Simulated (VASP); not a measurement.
# ZnS (P6_3mc) in VASP: notebook

Runs on ZnS. Level: PBE. Tasks: single point.

Everything below comes from runs of VASP 6.6.1. Logs are shortened: lines on timing, memory, paths and dates and some standing lists are left out, and cuts for length are marked.

**1. The cell of the first run**

It takes space group P6_3mc (No. 186, hexagonal). The conventional cell has a = 3.844 Å, b = 3.844 Å, c = 6.368 Å, α = 90.00°, β = 90.00°, γ = 120.00°. Within 3.1 Å of Zn (site symmetry 3m) lie 4 S at 2.36 to 2.37 Å. S (site symmetry 3m) has 4 Zn at 2.36 to 2.37 Å within 3.1 Å.

**2. Single point, PBE (strain along c alone, the other axes held: +1.0 %, then relaxed in part)**

File INCAR:

```
SYSTEM = ZnS
  PREC = Accurate
  ENCUT = 520
  EDIFF = 1E-6
  ISMEAR = 0
  SIGMA = 0.02
  LREAL = .False.
  LASPH = .True.
  NELM = 100
  ALGO = Normal
  ISIF = 2
  LWAVE = .False.
  LCHARG = .True.
  GGA = PE
  LELF = .True.
  LVHAR = .True.
  NBANDS = 26
```

File KPOINTS:

```
Automatic mesh
0
Gamma
  12 12 4
  0 0 0
```

File POSCAR:

```
ZnS
1.0
    3.8440669355      0.0000000000      0.0000000000
   -1.9220334677      3.3290596200      0.0000000000
    0.0000000000      0.0000000000      6.3676894919
Zn S
2 2
Direct
    0.3333333333      0.6666666667      0.0010286189
    0.6666666667      0.3333333333      0.5010286189
    0.3333333333      0.6666666667      0.3739713811
    0.6666666667      0.3333333333      0.8739713811
```

Potentials or basis: VASP PAW PBE potentials, release 64 (Zn, S).

On the command line:

```console
$ cat potpaw_PBE.64/Zn/POTCAR potpaw_PBE.64/S/POTCAR > POTCAR
$ mpirun -np 1 vasp_std > vasp.out
```

OUTCAR:

```text
SYSTEM = ZnS
   PREC = Accurate
   ENCUT = 520
   EDIFF = 1E-6
   ISMEAR = 0
   LREAL = .False.
   LASPH = .True.
   NELM = 100
   ISIF = 2
   GGA = PE

 ion  position               nearest neighbor table
   1  0.333  0.667  0.001-   4 2.36   4 2.36   4 2.36   3 2.37
   2  0.667  0.333  0.501-   3 2.36   3 2.36   3 2.36   4 2.37
   3  0.333  0.667  0.374-   2 2.36   2 2.36   2 2.36   1 2.37
   4  0.667  0.333  0.874-   1 2.36   1 2.36   1 2.36   2 2.37

  LATTYP: Found a hexagonal cell.
 ALAT       =     3.8440669355
 C/A-ratio  =     1.6564980784

  Lattice vectors:

 A1 = (   3.8440669355,   0.0000000000,   0.0000000000)
 A2 = (  -1.9220334677,   3.3290596200,   0.0000000000)
 A3 = (   0.0000000000,   0.0000000000,   6.3676894919)

Analysis of symmetry for initial positions (statically):
=====================================================================
 Subroutine PRICEL returns:
 Original cell was already a primitive cell.

 Routine SETGRP: Setting up the symmetry group for a
 hexagonal supercell.

 Subroutine GETGRP returns: Found 12 space group operations
 (whereof  6 operations were pure point group operations)
 out of a pool of 24 trial point group operations.

The static configuration has the point symmetry C_3v.
 The point group associated with its full space group is C_6v.

Analysis of symmetry for dynamics (positions and initial velocities):
=====================================================================
 Subroutine PRICEL returns:
 Original cell was already a primitive cell.

 Routine SETGRP: Setting up the symmetry group for a
 hexagonal supercell.

 Subroutine GETGRP returns: Found 12 space group operations
 (whereof  6 operations were pure point group operations)
 out of a pool of 24 trial point group operations.

The dynamic configuration has the point symmetry C_3v.
 The point group associated with its full space group is C_6v.

 Subroutine INISYM returns: Found 12 space group operations
 (whereof  6 operations are pure point group operations),
 and found     1 'primitive' translations

----------------------------------------------------------------------------------------

                                     Primitive cell

  volume of cell :      81.4881

  direct lattice vectors                    reciprocal lattice vectors
     3.844066935  0.000000000  0.000000000     0.260141152  0.150192564  0.000000000
    -1.922033468  3.329059620  0.000000000     0.000000000  0.300385128  0.000000000
     0.000000000  0.000000000  6.367689492     0.000000000  0.000000000  0.157042833

  length of vectors
     3.844066935  3.844066935  6.367689492     0.300385128  0.300385128  0.157042833

  position of ions in fractional coordinates (direct lattice)
     0.333333333  0.666666667  0.001028619
     0.666666667  0.333333333  0.501028619
     0.333333333  0.666666667  0.373971381
     0.666666667  0.333333333  0.873971381

  ion indices of the primitive-cell ions
   primitive index   ion index
                 1           1
                 2           2
                 3           3
                 4           4

----------------------------------------------------------------------------------------

 KPOINTS: Automatic mesh

Automatic generation of k-mesh.
 Grid dimensions read from file:
 generate k-points for:   12   12    4

 Generating k-lattice:

  Cartesian coordinates                     Fractional coordinates (reciprocal lattice)
     0.021678429  0.012516047  0.000000000     0.083333333  0.000000000  0.000000000
     0.000000000  0.025032094  0.000000000     0.000000000  0.083333333  0.000000000
     0.000000000  0.000000000  0.039260708     0.000000000  0.000000000  0.250000000

  Length of vectors
     0.025032094  0.025032094  0.039260708

  Shift w.r.t. Gamma in fractional coordinates (k-lattice)
     0.000000000  0.000000000  0.000000000

 Subroutine IBZKPT returns following result:
 ===========================================

 Found     57 irreducible k-points:

 Following reciprocal coordinates:
            Coordinates               Weight
  0.000000  0.000000  0.000000      1.000000
  0.083333  0.000000  0.000000      6.000000
  0.166667 -0.000000  0.000000      6.000000
  0.250000  0.000000  0.000000      6.000000
  0.333333  0.000000  0.000000      6.000000
  0.416667  0.000000  0.000000      6.000000
[... 16 lines left out ...]
  0.250000  0.000000  0.250000     12.000000
  0.333333  0.000000  0.250000     12.000000
 [... further k-points ...]
   k-points           NKPTS =     57   k-points in BZ     NKDIM =     57   number of bands    NBANDS=     26
   number of dos      NEDOS =    301   number of ions     NIONS =      4
   total plane-waves  NPLWV =  43200
   dimension x,y,z NGX =    30 NGY =   30 NGZ =   48
   dimension x,y,z NGXF=    60 NGYF=   60 NGZF=   96
   ions per type =               2   2
   NGX,Y,Z   is equivalent  to a cutoff of  12.97, 12.97, 12.53 a.u.
   NGXF,Y,Z  is equivalent  to a cutoff of  25.95, 25.95, 25.06 a.u.
 SYSTEM =  ZnS
   PREC   = accura    normal or accurate (medium, high low for compatibility)
   ISTART =      0    job   : 0-new  1-cont  2-samecut
   ICHARG =      2    charge: 1-file 2-atom 10-const
   ISPIN  =      1    spin polarized calculation?
   LNONCOLLINEAR =      F non collinear calculations
   LSORBIT =      F    spin-orbit coupling
   LASPH  =      T    aspherical Exc in radial PAW
   ENCUT  =  520.0 eV  38.22 Ry    6.18 a.u.   7.15  7.15 11.84*2*pi/ulx,y,z
   NELM   =    100;   NELMIN=  2; NELMDL= -5     # of ELM steps
   EDIFF  = 0.1E-05   stopping-criterion for ELM
   LREAL  =      F    real-space projection
   EDIFFG = 0.1E-04   stopping-criterion for IOM
   NSW    =      0    number of steps for IOM
   IBRION =     -1    ionic relax: 0-MD 1-quasi-New 2-CG
   NFREE  =      0    steps in history (QN), initial steepest desc. (CG)
   ISIF   =      2    stress and relaxation
   ISYM   =      2    0-nonsym 1-usesym 2-fastsym
   POTIM  = 0.5000    time-step for ionic-motion
   TEBEG  =    0.0;   TEEND  =   0.0 temperature during run
   PSTRESS=    0.0 pullay stress
   NELECT =      36.0000    total number of electrons
   NUPDOWN=      -1.0000    fix difference up-down
   EMIN   =  10.00;   EMAX   =-10.00  energy-range for DOS
   EFERMI =   0.00;   METHOD = LEGACY
   ISMEAR =     0;   SIGMA  =   0.02  broadening in eV -4-tet -1-fermi 0-gaus
   EFERMI_NEDOS =   21; number of points for ismear=-14 and -15
   IALGO  =     38    algorithm
   IMIX   =      4    mixing-type and parameters
     AMIX     =   0.40;   BMIX     =  1.00
     AMIX_MAG =   1.60;   BMIX_MAG =  1.00
  volume/ion in A,a.u.               =      20.37       137.48
  Fermi-wavevector in a.u.,A,eV,Ry     =   1.246840  2.356187 21.151767  1.554611
  Thomas-Fermi vector in A             =   2.381000
   LORBIT       =      0    0 simple, 1 ext, 2 COOP (PROOUT), +10 PAW based schemes
   GGA     = PE    functional components
   LHFCALC =     F    Hartree Fock is set to
   AEXX    =    0.0000 exact exchange contribution
   IVDW    =     0    specifies the selected vdW correction
   LEPSILON=     F    determine dielectric tensor
   LRPA    =     F    only Hartree local field effects (RPA)
 non-spin polarized calculation
 Gauss-broadening in eV      SIGMA  =   0.02
  energy-cutoff  :      520.00
  volume of cell :       81.49
 maximum number of plane-waves:      2214
 NGX is ok and might be reduce to    30
   NGX = 15   NGY = 15   NGZ = 23

 number of electron      36.0000046 magnetization

 Free energy of the ion-electron system (eV)
  ---------------------------------------------------
  ext. energy  EPLUGINS =         0.00000000
  ---------------------------------------------------
  free energy    TOTEN  =       -13.69148587 eV

  energy without entropy =      -13.69148587  energy(sigma->0) =      -13.69148587

 E-fermi :   1.9651     XC(G=0):  -9.4744

 val. band max:        1.8464816066   @ k =   0.0000   0.0000   0.0000
 cond. band min:       3.8590155288   @ k =   0.0000   0.0000   0.0000
 fundamental gap:      2.0125339223
 Fermi energy:         1.9651191292

 k-point     1 :       0.0000    0.0000    0.0000
  band No.  band energies     occupation
      1     -11.1145      2.00000
      2     -10.2602      2.00000
      3      -4.3956      2.00000
      4      -4.3795      2.00000
      5      -4.3795      2.00000
      6      -4.3029      2.00000
[... 18 lines left out ...]
     25       9.5296      0.00000
     26      10.8417      0.00000

 k-point     2 :       0.0833    0.0000    0.0000
  band No.  band energies     occupation
      1     -11.0696      2.00000
      2     -10.2344      2.00000
      3      -4.3888      2.00000
      4      -4.3794      2.00000
      5      -4.3707      2.00000
      6      -4.2980      2.00000
[... 18 lines left out ...]
     25       9.7350      0.00000
     26      10.5990      0.00000

 k-point     3 :       0.1667   -0.0000    0.0000
  band No.  band energies     occupation
      1     -10.9412      2.00000
      2     -10.1645      2.00000
      3      -4.3872      2.00000
      4      -4.3612      2.00000
      5      -4.3479      2.00000
      6      -4.2786      2.00000
[... 18 lines left out ...]
     25      10.0607      0.00000
     26      10.3033      0.00000

 k-point     4 :       0.2500    0.0000    0.0000
  band No.  band energies     occupation
      1     -10.7489      2.00000
      2     -10.0724      2.00000
      3      -4.3829      2.00000
      4      -4.3351      2.00000
      5      -4.3208      2.00000
      6      -4.2331      2.00000
[... 18 lines left out ...]
     25      10.3013      0.00000
     26      10.5470      0.00000
[... 496 lines left out ...]
      1     -10.8399      2.00000
      2     -10.2926      2.00000
      3      -4.3977      2.00000
      4      -4.3497      2.00000
      5      -4.3369      2.00000
      6      -4.2957      2.00000
[... 18 lines left out ...]
     25       9.9495      0.00000
     26      10.0835      0.00000

 k-point    23 :       0.2500    0.0000    0.2500
  band No.  band energies     occupation
      1     -10.6581      2.00000
      2     -10.1804      2.00000
      3      -4.3933      2.00000
      4      -4.3359      2.00000
      5      -4.3059      2.00000
      6      -4.2460      2.00000
[... 18 lines left out ...]
     25      10.1891      0.00000
     26      10.7171      0.00000

 k-point    24 :       0.3333    0.0000    0.2500
  band No.  band energies     occupation
      1     -10.4525      2.00000
      2     -10.0728      2.00000
      3      -4.3816      2.00000
      4      -4.3159      2.00000
      5      -4.2795      2.00000
      6      -4.1772      2.00000
[... 18 lines left out ...]
     25      10.4943      0.00000
     26      11.5463      0.00000

 [... further k-points ...]
[... 5 lines left out ...]
  --------------------------------------------------------------------------------------
  -------------------------------------------------------------------------------------
  Total       -0.0932411     -0.0932411     -0.5854192     -0.0000000      0.0000000      0.0000000
  in kB       -1.8332581     -1.8332581    -11.5102069     -0.0000000      0.0000000      0.0000000
  external PRESSURE =      -5.0589077 kB  Pullay stress =       0.0000000 kB

 VOLUME and BASIS-vectors are now :
 -----------------------------------------------------------------------------
  energy-cutoff  :      520.00
  volume of cell :       81.49
      direct lattice vectors                 reciprocal lattice vectors
     3.844066935  0.000000000  0.000000000     0.260141152  0.150192564  0.000000000
    -1.922033468  3.329059620  0.000000000     0.000000000  0.300385128  0.000000000
     0.000000000  0.000000000  6.367689492     0.000000000  0.000000000  0.157042833

 POSITION                                       TOTAL-FORCE (eV/Angst)
 -----------------------------------------------------------------------------------
     -0.00000      2.21937      0.00655         0.000000      0.000000     -0.000198
      1.92203      1.10969      3.19039        -0.000000     -0.000000     -0.000198
     -0.00000      2.21937      2.38133         0.000000     -0.000000      0.000198
      1.92203      1.10969      5.56518        -0.000000      0.000000      0.000198
 -----------------------------------------------------------------------------------
    total drift:                               -0.000000      0.000000     -0.002914

  FREE ENERGIE OF THE ION-ELECTRON SYSTEM (eV)
  ---------------------------------------------------
  free  energy   TOTEN  =       -13.6914858748 eV

  energy  without entropy=      -13.6914858748  energy(sigma->0) =      -13.69148587
```

Wall time 50 s (1 thread of Intel Xeon 6975P-C (Granite Rapids), shared host); peak memory 0.25 GiB.

Results:

```
Free energy            : -13.6915 eV
Pressure               : -0.5 GPa
Band gap on the k mesh : 2.01 eV
```

Caveat: the cell differs from its parent crystal (strain along c alone, the other axes held: +1.0 %, then relaxed in part). A k mesh can miss the band edges.

**3. Single point, PBE**

File INCAR:

```
PREC     = Accurate       # precision mode
ENCUT    = 520            # plane-wave cutoff, eV
EDIFF    = 1E-6           # SCF threshold, eV
ISMEAR   = 0              # smearing method
SIGMA    = 0.02           # smearing width, eV
LREAL    = F              # projectors in reciprocal space
LASPH    = T              # aspherical terms in the spheres
NELM     = 60             # most SCF steps
ALGO     = Normal         # electronic algorithm
ISIF     = 2              # what is computed and relaxed
LWAVE    = F              # write WAVECAR
LCHARG   = F              # write CHGCAR
GGA      = PE             # functional
NBANDS   = 26             # bands
```

File KPOINTS:

```
regular mesh
0
Gamma
  12 12 4
```

POSCAR is that of step 2.

Potentials or basis: VASP PAW PBE potentials, release 64 (Zn, S).

On the command line:

```console
$ cat potpaw_PBE.64/Zn/POTCAR potpaw_PBE.64/S/POTCAR > POTCAR
$ mpirun -np 1 vasp_std > vasp.out
```

It took 55 s on 1 thread of Intel Xeon 6975P-C (Granite Rapids), shared host; peak memory 0.25 GiB.

Results (log left out):

| Item | Value |
| --- | --- |
| Free energy | -13.6915 eV |
| Pressure | -0.5 GPa |
| Band gap on the k mesh | 2.01 eV |

Stress tensor (GPa, compression positive):
```
-0.18  0.00  0.00
 0.00 -0.18  0.00
 0.00  0.00 -1.15
```

Levels at points of the mesh, in eV from the valence-band top:
```tsv
k point	band 15	band 16	band 17	band 18	band 19	band 20	band 21	band 22
(0.00, 0.00, 0.00)	-0.82	-0.12	0.00	0.00	2.01	3.11	6.36	6.36
(0.50, 0.00, 0.00)	-3.12	-2.09	-1.61	-0.84	3.72	4.12	5.09	6.92
(0.00, 0.00, 0.50)	-0.43	-0.43	-0.43	-0.43	3.48	3.48	6.68	6.68
(0.50, 0.00, 0.50)	-1.60	-1.60	-1.51	-1.51	3.49	3.49	5.23	5.23
```

**4. Single point, PBE (strain along c alone, the other axes held: +2.0 %, then relaxed in part)**

File INCAR:

```
SYSTEM = ZnS
PREC = Accurate ; ENCUT = 520
EDIFF = 1E-6 ; ISMEAR = 0
SIGMA = 0.02 ; LREAL = .False.
LASPH = .True. ; NELM = 100
ALGO = Normal ; ISIF = 2
LWAVE = .False. ; LCHARG = .True.
GGA = PE ; LELF = .True.
LVHAR = .True. ; NBANDS = 26
```

File KPOINTS:

```
Automatic mesh
0
Gamma
  12 12 4
  0 0 0
```

File POSCAR:

```
ZnS
1.0
    3.8440669355      0.0000000000      0.0000000000
   -1.9220334677      3.3290596200      0.0000000000
    0.0000000000      0.0000000000      6.4307359225
Zn S
2 2
Direct
    0.3333333333      0.6666666667      0.0016950057
    0.6666666667      0.3333333333      0.5016950057
    0.3333333333      0.6666666667      0.3733049943
    0.6666666667      0.3333333333      0.8733049943
```

On the command line:

```console
$ cat potpaw_PBE.64/Zn/POTCAR potpaw_PBE.64/S/POTCAR > POTCAR
$ mpirun -np 1 vasp_std > vasp.out
```

Wall time 48 s (1 thread of Intel Xeon 6975P-C (Granite Rapids), shared host); peak memory 0.25 GiB.

The run converged. Its results:

* Free energy: -13.6827 eV
* Pressure: -1.2 GPa
* Band gap on the k mesh: 1.94 eV

Stress tensor (GPa, compression positive):
```
-0.52  0.00  0.00
 0.00 -0.52  0.00
 0.00  0.00 -2.44
```

Levels at points of the mesh, in eV from the valence-band top:
```
           k point  band 15  band 16  band 17  band 18  band 19  band 20  band 21  band 22
(0.00, 0.00, 0.00)    -0.79    -0.17     0.00     0.00     1.94     3.16     6.39     6.40
(0.50, 0.00, 0.00)    -3.10    -2.04    -1.61    -0.84     3.76     4.05     5.04     6.91
(0.00, 0.00, 0.50)    -0.41    -0.41    -0.41    -0.41     3.47     3.47     6.59     6.59
(0.50, 0.00, 0.50)    -1.62    -1.62    -1.48    -1.48     3.45     3.45     5.22     5.22
```

Caveat: the cell differs from its parent crystal (strain along c alone, the other axes held: +2.0 %, then relaxed in part).

**5. Single point, PBE**

This run uses another cell than the first one, of 20.57 Å³/atom.

File INCAR:

```
  PREC = Accurate
  ENCUT = 520
  EDIFF = 1E-7
  ISMEAR = 0
  SIGMA = 0.02
  LREAL = F
  LASPH = T
  NELM = 100
  ALGO = Normal
  ISIF = 2
  LWAVE = F
  LCHARG = F
  GGA = PE
  NBANDS = 26
```

File KPOINTS:

```
regular mesh
0
Gamma
  12 12 4
```

POSCAR is that of step 4.

On the command line:

```console
$ cat potpaw_PBE.64/Zn/POTCAR potpaw_PBE.64/S/POTCAR > POTCAR
$ mpirun -np 1 vasp_std > vasp.out
```

Wall time 49 s (1 thread of Intel Xeon 6975P-C (Granite Rapids), shared host); peak memory 0.25 GiB.

It converged, with:

| Item | Value |
| --- | --- |
| Free energy | -13.6827 eV |
| Pressure | -1.1 GPa |
| Band gap on the k mesh | 1.94 eV |

Stress tensor (GPa, compression positive):
```
-0.51  0.00  0.00
 0.00 -0.51  0.00
 0.00  0.00 -2.43
```

Levels at points of the mesh, in eV from the valence-band top:
| k point | band 14 | band 15 | band 16 | band 17 | band 18 | band 19 | band 20 | band 21 | band 22 | band 23 |
| --- | --- | --- | --- | --- | --- | --- | --- | --- | --- | --- |
| (0.00, 0.00, 0.00) | -0.79 | -0.79 | -0.17 | 0.00 | 0.00 | 1.94 | 3.16 | 6.39 | 6.40 | 6.40 |
| (0.50, 0.00, 0.00) | -3.99 | -3.10 | -2.04 | -1.61 | -0.84 | 3.76 | 4.05 | 5.04 | 6.91 | 7.01 |
| (0.00, 0.00, 0.50) | -2.87 | -0.41 | -0.41 | -0.41 | -0.41 | 3.47 | 3.47 | 6.59 | 6.59 | 6.84 |
| (0.50, 0.00, 0.50) | -4.67 | -1.62 | -1.62 | -1.48 | -1.48 | 3.45 | 3.45 | 5.22 | 5.22 | 8.69 |
